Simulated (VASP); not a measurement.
# PtS2 (P4_2/mnm) in VASP: notebook

PtS2 is run at these levels: PBE; tasks: single point.

Everything below comes from runs of VASP 6.6.1. Logs are shortened: lines on timing, memory, paths and dates and some standing lists are left out, and cuts for length are marked.

### 1 The cell of the first run

The structure is tetragonal, space group P4_2/mnm (No. 136). The conventional cell has a = 5.451 Å, b = 5.451 Å, c = 3.820 Å, α = 90.00°, β = 90.00°, γ = 90.00°. Pt (site symmetry mmm) has 6 S at 2.39 to 2.41 Å within 3.2 Å. S (site symmetry m2m) has 3 Pt at 2.39 to 2.41 Å and 1 S at 2.93 Å within 3.2 Å.

### 2 Single point, PBE

Input file INCAR:

```
  PREC = Accurate
  ENCUT = 520
  EDIFF = 1E-7
  ISMEAR = 0
  SIGMA = 0.1
  LREAL = False
  LASPH = True
  NELM = 100
  ALGO = Normal
  ISIF = 2
  LWAVE = False
  LCHARG = False
  GGA = PE
  NBANDS = 31
```

Input file KPOINTS:

```
regular mesh
0
Gamma
  8 8 10
```

Input file POSCAR:

```
PtS2
1.0
    5.4514644498      0.0000000000      0.0000000000
    0.0000000000      5.4514644498      0.0000000000
    0.0000000000      0.0000000000      3.8204921666
Pt S
2 4
Direct
    0.0000000000      0.0000000000      0.0000000000
    0.5000000000      0.5000000000      0.5000000000
    0.6901369271      0.3098630729      0.0000000000
    0.3098630729      0.6901369271      0.0000000000
    0.1901369271      0.1901369271      0.5000000000
    0.8098630729      0.8098630729      0.5000000000
```

Potentials or basis: VASP PAW PBE potentials, release 64 (Pt, S).

The run is started by

```bash
$ cat potpaw_PBE.64/Pt/POTCAR potpaw_PBE.64/S/POTCAR > POTCAR
$ mpirun -np 1 vasp_std > vasp.out
```

OUTCAR:

```text
PREC = Accurate
   ENCUT = 520
   EDIFF = 1E-7
   ISMEAR = 0
   LREAL = False
   LASPH = True
   NELM = 100
   ISIF = 2
   GGA = PE

 ion  position               nearest neighbor table
   1  0.000  0.000  0.000-   3 2.39   4 2.39   5 2.41   6 2.41   5 2.41   6 2.41
   2  0.500  0.500  0.500-   5 2.39   6 2.39   3 2.41   4 2.41   3 2.41   4 2.41
   3  0.690  0.310  0.000-   1 2.39   2 2.41   2 2.41
   4  0.310  0.690  0.000-   1 2.39   2 2.41   2 2.41
   5  0.190  0.190  0.500-   2 2.39   1 2.41   1 2.41
   6  0.810  0.810  0.500-   2 2.39   1 2.41   1 2.41

  LATTYP: Found a simple tetragonal cell.
 ALAT       =     5.4514644498
 C/A-ratio  =     0.7008194223

  Lattice vectors:

 A1 = (   5.4514644498,   0.0000000000,   0.0000000000)
 A2 = (   0.0000000000,   5.4514644498,   0.0000000000)
 A3 = (   0.0000000000,   0.0000000000,   3.8204921666)

Analysis of symmetry for initial positions (statically):
=====================================================================
 Subroutine PRICEL returns:
 Original cell was already a primitive cell.

 Routine SETGRP: Setting up the symmetry group for a
 simple tetragonal supercell.

 Subroutine GETGRP returns: Found 16 space group operations
 (whereof  8 operations were pure point group operations)
 out of a pool of 16 trial point group operations.

The static configuration has the point symmetry D_2h.
 The point group associated with its full space group is D_4h.

Analysis of symmetry for dynamics (positions and initial velocities):
=====================================================================
 Subroutine PRICEL returns:
 Original cell was already a primitive cell.

 Routine SETGRP: Setting up the symmetry group for a
 simple tetragonal supercell.

 Subroutine GETGRP returns: Found 16 space group operations
 (whereof  8 operations were pure point group operations)
 out of a pool of 16 trial point group operations.

The dynamic configuration has the point symmetry D_2h.
 The point group associated with its full space group is D_4h.

 Subroutine INISYM returns: Found 16 space group operations
 (whereof  8 operations are pure point group operations),
 and found     1 'primitive' translations

----------------------------------------------------------------------------------------

                                     Primitive cell

  volume of cell :     113.5392

  direct lattice vectors                    reciprocal lattice vectors
     5.451464450  0.000000000  0.000000000     0.183436948  0.000000000  0.000000000
     0.000000000  5.451464450  0.000000000     0.000000000  0.183436948  0.000000000
     0.000000000  0.000000000  3.820492167     0.000000000  0.000000000  0.261746381

  length of vectors
     5.451464450  5.451464450  3.820492167     0.183436948  0.183436948  0.261746381

  position of ions in fractional coordinates (direct lattice)
     0.000000000  0.000000000  0.000000000
     0.500000000  0.500000000  0.500000000
     0.690136927  0.309863073  0.000000000
     0.309863073  0.690136927  0.000000000
     0.190136927  0.190136927  0.500000000
     0.809863073  0.809863073  0.500000000

  ion indices of the primitive-cell ions
   primitive index   ion index
                 1           1
                 2           2
                 3           3
                 4           4
                 5           5
                 6           6

----------------------------------------------------------------------------------------

 KPOINTS: regular mesh

Automatic generation of k-mesh.
 Grid dimensions read from file:
 generate k-points for:    8    8   10

 Generating k-lattice:

  Cartesian coordinates                     Fractional coordinates (reciprocal lattice)
     0.022929618  0.000000000  0.000000000     0.125000000  0.000000000  0.000000000
     0.000000000  0.022929618  0.000000000     0.000000000  0.125000000  0.000000000
     0.000000000  0.000000000  0.026174638     0.000000000  0.000000000  0.100000000

  Length of vectors
     0.022929618  0.022929618  0.026174638

  Shift w.r.t. Gamma in fractional coordinates (k-lattice)
     0.000000000  0.000000000  0.000000000

 Subroutine IBZKPT returns following result:
 ===========================================

 Found     90 irreducible k-points:

 Following reciprocal coordinates:
            Coordinates               Weight
  0.000000  0.000000  0.000000      1.000000
  0.125000  0.000000  0.000000      4.000000
  0.250000  0.000000  0.000000      4.000000
  0.375000  0.000000  0.000000      4.000000
  0.500000  0.000000  0.000000      2.000000
  0.125000  0.125000  0.000000      4.000000
[... 16 lines left out ...]
  0.375000  0.125000  0.100000     16.000000
  0.500000  0.125000  0.100000      8.000000
 [... further k-points ...]
   k-points           NKPTS =     90   k-points in BZ     NKDIM =     90   number of bands    NBANDS=     31
   number of dos      NEDOS =    301   number of ions     NIONS =      6
   total plane-waves  NPLWV =  49392
   dimension x,y,z NGX =    42 NGY =   42 NGZ =   28
   dimension x,y,z NGXF=    84 NGYF=   84 NGZF=   56
   ions per type =               2   4
   NGX,Y,Z   is equivalent  to a cutoff of  12.81, 12.81, 12.18 a.u.
   NGXF,Y,Z  is equivalent  to a cutoff of  25.62, 25.62, 24.37 a.u.
 SYSTEM =  unknown system
   PREC   = accura    normal or accurate (medium, high low for compatibility)
   ISTART =      0    job   : 0-new  1-cont  2-samecut
   ICHARG =      2    charge: 1-file 2-atom 10-const
   ISPIN  =      1    spin polarized calculation?
   LNONCOLLINEAR =      F non collinear calculations
   LSORBIT =      F    spin-orbit coupling
   LASPH  =      T    aspherical Exc in radial PAW
   ENCUT  =  520.0 eV  38.22 Ry    6.18 a.u.  10.14 10.14  7.10*2*pi/ulx,y,z
   NELM   =    100;   NELMIN=  2; NELMDL= -5     # of ELM steps
   EDIFF  = 0.1E-06   stopping-criterion for ELM
   LREAL  =      F    real-space projection
   EDIFFG = 0.1E-05   stopping-criterion for IOM
   NSW    =      0    number of steps for IOM
   IBRION =     -1    ionic relax: 0-MD 1-quasi-New 2-CG
   NFREE  =      0    steps in history (QN), initial steepest desc. (CG)
   ISIF   =      2    stress and relaxation
   ISYM   =      2    0-nonsym 1-usesym 2-fastsym
   POTIM  = 0.5000    time-step for ionic-motion
   TEBEG  =    0.0;   TEEND  =   0.0 temperature during run
   PSTRESS=    0.0 pullay stress
   NELECT =      44.0000    total number of electrons
   NUPDOWN=      -1.0000    fix difference up-down
   EMIN   =  10.00;   EMAX   =-10.00  energy-range for DOS
   EFERMI =   0.00;   METHOD = LEGACY
   ISMEAR =     0;   SIGMA  =   0.10  broadening in eV -4-tet -1-fermi 0-gaus
   EFERMI_NEDOS =   21; number of points for ismear=-14 and -15
   IALGO  =     38    algorithm
   IMIX   =      4    mixing-type and parameters
     AMIX     =   0.40;   BMIX     =  1.00
     AMIX_MAG =   1.60;   BMIX_MAG =  1.00
  volume/ion in A,a.u.               =      18.92       127.70
  Fermi-wavevector in a.u.,A,eV,Ry     =   1.193559  2.255499 19.382624  1.424583
  Thomas-Fermi vector in A             =   2.329570
   LORBIT       =      0    0 simple, 1 ext, 2 COOP (PROOUT), +10 PAW based schemes
   GGA     = PE    functional components
   LHFCALC =     F    Hartree Fock is set to
   AEXX    =    0.0000 exact exchange contribution
   IVDW    =     0    specifies the selected vdW correction
   LEPSILON=     F    determine dielectric tensor
   LRPA    =     F    only Hartree local field effects (RPA)
 non-spin polarized calculation
 Gauss-broadening in eV      SIGMA  =   0.10
  energy-cutoff  :      520.00
  volume of cell :      113.54
 maximum number of plane-waves:      3086
 NGX is ok and might be reduce to    42
   NGX = 21   NGY = 21   NGZ = 15

 number of electron      43.9999992 magnetization

 Free energy of the ion-electron system (eV)
  ---------------------------------------------------
  ext. energy  EPLUGINS =         0.00000000
  ---------------------------------------------------
  free energy    TOTEN  =       -28.84210094 eV

  energy without entropy =      -28.80721608  energy(sigma->0) =      -28.82465851

 E-fermi :   6.0086     XC(G=0): -10.5276

 val. band max:        6.0083795305   @ k =   0.2500   0.1250   0.0000
 cond. band min:       6.0088569448   @ k =   0.1250   0.0000   0.5000
 fundamental gap:      0.0004774143
 Fermi energy:         6.0085946672

 k-point     1 :       0.0000    0.0000    0.0000
  band No.  band energies     occupation
      1      -8.7635      2.00000
      2      -7.0654      2.00000
      3      -6.2599      2.00000
      4      -6.2599      2.00000
      5      -1.8370      2.00000
      6      -1.0940      2.00000
[... 23 lines left out ...]
     30      11.6213      0.00000
     31      12.4891      0.00000

 k-point     2 :       0.1250    0.0000    0.0000
  band No.  band energies     occupation
      1      -8.7097      2.00000
      2      -7.1188      2.00000
      3      -6.3203      2.00000
      4      -6.2759      2.00000
      5      -1.6721      2.00000
      6      -1.0221      2.00000
[... 23 lines left out ...]
     30      11.7762      0.00000
     31      12.7487      0.00000

 k-point     3 :       0.2500    0.0000    0.0000
  band No.  band energies     occupation
      1      -8.5515      2.00000
      2      -7.3054      2.00000
      3      -6.4177      2.00000
      4      -6.3188      2.00000
      5      -1.2555      2.00000
      6      -0.8236      2.00000
[... 23 lines left out ...]
     30      12.1354      0.00000
     31      13.3880      0.00000

 k-point     4 :       0.3750    0.0000    0.0000
  band No.  band energies     occupation
      1      -8.2995      2.00000
      2      -7.6190      2.00000
      3      -6.4518      2.00000
      4      -6.3753      2.00000
      5      -0.7684      2.00000
      6      -0.5690      2.00000
[... 635 lines left out ...]
     30      12.5458      0.00000
     31      13.5185      0.00000

 k-point    23 :       0.3750    0.1250    0.1000
  band No.  band energies     occupation
      1      -8.1954      2.00000
      2      -7.5735      2.00000
      3      -6.4839      2.00000
      4      -6.4099      2.00000
      5      -0.9902      2.00000
      6      -0.3606      2.00000
[... 23 lines left out ...]
     30      12.9771      0.00000
     31      14.1502      0.00000

 k-point    24 :       0.5000    0.1250    0.1000
  band No.  band energies     occupation
      1      -7.8962      2.00000
      2      -7.8962      2.00000
      3      -6.4588      2.00000
      4      -6.4588      2.00000
      5      -0.6134      2.00000
      6      -0.6134      2.00000
[... 23 lines left out ...]
     30      13.1328      0.00000
     31      14.1866      0.00000

 [... further k-points ...]

------------------------ aborting loop because EDIFF is reached ----------------------------------------

  FORCE on cell =-STRESS in cart. coord.  units (eV):
  Direction    XX          YY          ZZ          XY          YZ          ZX
  --------------------------------------------------------------------------------------
  -------------------------------------------------------------------------------------
  Total       -0.2169975     -0.2169975     -0.2542339     -0.0000000      0.0000000      0.0000000
  in kB       -3.0621016     -3.0621016     -3.5875526     -0.0000000      0.0000000      0.0000000
  external PRESSURE =      -3.2372520 kB  Pullay stress =       0.0000000 kB

 VOLUME and BASIS-vectors are now :
 -----------------------------------------------------------------------------
  energy-cutoff  :      520.00
  volume of cell :      113.54
      direct lattice vectors                 reciprocal lattice vectors
     5.451464450  0.000000000  0.000000000     0.183436948  0.000000000  0.000000000
     0.000000000  5.451464450  0.000000000     0.000000000  0.183436948  0.000000000
     0.000000000  0.000000000  3.820492167     0.000000000  0.000000000  0.261746381

 POSITION                                       TOTAL-FORCE (eV/Angst)
 -----------------------------------------------------------------------------------
      0.00000      0.00000      0.00000        -0.000000     -0.000000      0.000000
      2.72573      2.72573      1.91025        -0.000000     -0.000000      0.000000
      3.76226      1.68921      0.00000        -0.003761      0.003761     -0.000000
      1.68921      3.76226      0.00000         0.003761     -0.003761      0.000000
      1.03652      1.03652      1.91025        -0.003761     -0.003761      0.000000
      4.41494      4.41494      1.91025         0.003761      0.003761     -0.000000
 -----------------------------------------------------------------------------------
    total drift:                               -0.000000     -0.000000     -0.000000

  FREE ENERGIE OF THE ION-ELECTRON SYSTEM (eV)
  ---------------------------------------------------
  free  energy   TOTEN  =       -28.8421009423 eV

  energy  without entropy=      -28.8072160811  energy(sigma->0) =      -28.82465851
```

It took 5.7 min on 1 thread of AMD EPYC 7R43 (Zen 3), shared host; peak memory 0.34 GiB.

Results:

```
Free energy            : -28.8421 eV
Pressure               : -0.3 GPa
Largest force          : 0.005 eV/Å
Band gap on the k mesh : zero (band 22 reaches 6.28 eV, above the bottom of band 23 at 5.82 eV)
```

Forces on the atoms (eV/Å):
```
Pt   0.000  0.000  0.000
Pt   0.000  0.000  0.000
S   -0.004  0.004  0.000
S    0.004 -0.004  0.000
S   -0.004 -0.004  0.000
S    0.004  0.004  0.000
```

Levels at points of the mesh, in eV from the Fermi level:
| k point | band 19 | band 20 | band 21 | band 22 | band 23 | band 24 | band 25 | band 26 |
| --- | --- | --- | --- | --- | --- | --- | --- | --- |
| (0.00, 0.00, 0.00) | -1.30 | -0.41 | -0.16 | -0.16 | 0.23 | 2.57 | 2.57 | 2.79 |
| (0.50, 0.00, 0.00) | -1.27 | -1.27 | -0.59 | -0.59 | 2.10 | 2.10 | 2.24 | 2.24 |
| (0.50, 0.50, 0.00) | -1.32 | -1.32 | 0.24 | 0.24 | 0.33 | 0.33 | 2.45 | 2.45 |
| (0.00, 0.00, 0.50) | -0.89 | -0.89 | -0.02 | -0.02 | 0.42 | 0.42 | 0.91 | 0.91 |
| (0.50, 0.00, 0.50) | -1.11 | -1.11 | -1.08 | -1.08 | 0.06 | 0.06 | 3.32 | 3.32 |
| (0.50, 0.50, 0.50) | -0.42 | -0.42 | -0.33 | -0.33 | 1.07 | 1.07 | 1.13 | 1.13 |

Caveat: spin-orbit coupling is left out, which moves the levels of the heavy elements.

(Continued in part 2 of 2.)
